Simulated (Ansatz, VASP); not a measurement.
**One calculation of Pb, two programs**

The input INCAR:

```
ALGO = Normal
EDIFF = 1E-6
ENCUT = 500
GGA = PE
GGA_COMPAT = False
ISIF = 2
ISMEAR = -1
LASPH = True
LCHARG = False
LNONCOLLINEAR = True
LORBIT = 11
LORBMOM = True
LREAL = False
LSORBIT = True
LWAVE = False
MAGMOM = 0 0 0
NBANDS = 25
NELM = 200
PREC = Accurate
SIGMA = 0.15
```

Contents of KPOINTS:

```
k-points
0
Gamma
  4 4 4
```

The input POSCAR:

```
Pb
1.0
    0.0000000000      2.5028880800      2.5028880800
    2.5028880800      0.0000000000      2.5028880800
    2.5028880800      2.5028880800      0.0000000000
Pb
1
Direct
    0.0000000000      0.0000000000      0.0000000000
```

Input for Ansatz:

```yaml
crystal:
  lattice:
    - [0.0, 2.50288808, 2.50288808]
    - [2.50288808, 0.0, 2.50288808]
    - [2.50288808, 2.50288808, 0.0]
  atoms:
    - { symbol: Pb, position: [0, 0, 0] }
kpoints:
  mp_grid: { grid: [4, 4, 4] }
hamiltonian:
  xc: pbe
  pseudopotentials: { kind: paw_fr, source: ansatz }
scf:
  occupations: { method: fermi_dirac, width: 0.15 }
  convergence: { dr2_threshold: "1e-9 eV" }
  max_iter: 300
output:
  forces: true
  stress: true
magnetization:
  noncollinear: true
  spin_orbit: true
```

Alike in both runs: task single point; functional PBE; k mesh 4 × 4 × 4; occupations fermi-dirac, width 0.15 eV; non-collinear spin, spin-orbit coupling.

|  | VASP | Ansatz |
| --- | --- | --- |
| version | VASP 6.6.1 | Ansatz 0.2.0 development build |
| potentials or method | VASP PAW PBE potentials, release 64 (Pb_d) | plane waves, PAW datasets (hand-made set) |
| plane-wave cutoff (eV) | 500 | 580 |
| valence electrons in the cell | 14 | 22 |

```tsv
	VASP	Ansatz	Ansatz less VASP
net moment per atom (μB)	0.00	0.00	0.000
```

The functional is the same, so the differences come from potentials, cutoffs and numerics. VASP's potentials hold 14 valence electrons a cell and Ansatz's 22, so a difference there can come from the potentials and not from the codes. Ansatz's warnings: stress scf threshold loose.

The k mesh is coarse, so the values compare programs but aren't converged.
